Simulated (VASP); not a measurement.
Write the native input for VASP 6.6.1 that does the following.

| Quantity | Value |
| --- | --- |
| Task | single point |
| Functional | PBEsol |
| Potentials or basis | VASP PAW PBE potentials, release 64 (B, N) |
| Cutoff | 520 eV |
| k mesh | 12 × 12 × 6 |
| Occupations | gaussian, width 0.05 eV |
| Spin | no spin polarisation |
| Dipole correction | no |
| Further INCAR settings | ALGO = Normal; EDIFF = 1e-06; NBANDS = 16 |

The structure of BN lies in POSCAR:

```
BN
1.0
    2.8890164774      0.0000000000      0.0000000000
   -1.4445082387      2.5019616614      0.0000000000
    0.0000000000      0.0000000000      4.2268550000
B N
2 2
Direct
    0.6666666667      0.3333333333      0.9997240000
    0.3333333333      0.6666666667      0.4997240000
    0.6666666667      0.3333333333      0.6252760000
    0.3333333333      0.6666666667      0.1252760000
```

This cell differs from its parent crystal: strain +0.1312 x Voigt [1, 1, 0, 0, 0, 0].

These files were run (other wordings do the same):

INCAR

```
PREC = Accurate
ENCUT = 520
EDIFF = 1E-6
ISMEAR = 0
SIGMA = 0.05
LREAL = F
LASPH = T
NELM = 80
ALGO = Normal
ISIF = 2
LWAVE = F
LCHARG = T
GGA = PS
LELF = T
LVHAR = T
NBANDS = 16
```

KPOINTS

```
Automatic mesh
0
Gamma
  12 12 6
```

Potentials or basis: VASP PAW PBE potentials, release 64 (B, N).

Launch:

```sh
$ cat potpaw_PBE.64/B/POTCAR potpaw_PBE.64/N/POTCAR > POTCAR
$ mpirun -np 1 vasp_std > vasp.out
```

It gave:

```json
{
  "Pressure": "-56.8 GPa",
  "Largest force": "0.399 eV/Å",
  "Band gap on the k mesh": "4.48 eV, indirect (least direct gap 4.68 eV)"
}
```

Caveat: the cell differs from its parent crystal (strain +0.1312 x Voigt [1, 1, 0, 0, 0, 0]); the PAW data sets were made with another functional, which shifts forces and pressure a little.

It took 60 s on 1 thread of Intel Xeon 6975P-C, with other jobs on the host, peak memory 0.16 GiB.
